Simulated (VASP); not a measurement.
Si8O17 (a cell with a defect), 25 atoms in the cell. The cell holds a defect, 25 atoms: a = 5.872 Å, b = 5.872 Å, c = 5.318 Å, α = 90.00°, β = 90.00°, γ = 90.00°. 

* Program: VASP 6.6.1
* Task: single point
* Functional: PBEsol
* Potentials or basis: VASP PAW PBE potentials, release 64 (Si, O)
* Cutoff: 520 eV
* k mesh: 2 × 2 × 3
* Occupations: gaussian, width 0.02 eV
* Spin: collinear spin
* Starting moments: [0.0, 0.0, 0.0, 0.0, 0.0, 0.0, 0.0, 0.0, 0.0, 0.0, 0.0, 0.0, 0.0, 0.0, 0.0, 0.0, 0.0, 0.0, 0.0, 0.0, 0.0, 0.0, 0.0, 0.0, 1.0] μB
* Dipole correction: no
* Further INCAR settings: LREAL = Auto; ALGO = Normal; EDIFF = 1e-07; NBANDS = 89

Potentials or basis: VASP PAW PBE potentials, release 64 (Si, O).

Launch:

```bash
$ cat potpaw_PBE.64/Si/POTCAR potpaw_PBE.64/O/POTCAR > POTCAR
$ mpirun -np 1 vasp_std > vasp.out
```

Hardware: 1 thread of Oxide Virtual Turin-like Processor (shared host).

**Question.** Estimate the wall time of this run.

**Answer.** Run time: 7.3 min on 1 thread of Oxide Virtual Turin-like Processor, on a shared host, peak memory 0.41 GiB. Counts: scf iterations 17, k points 8.
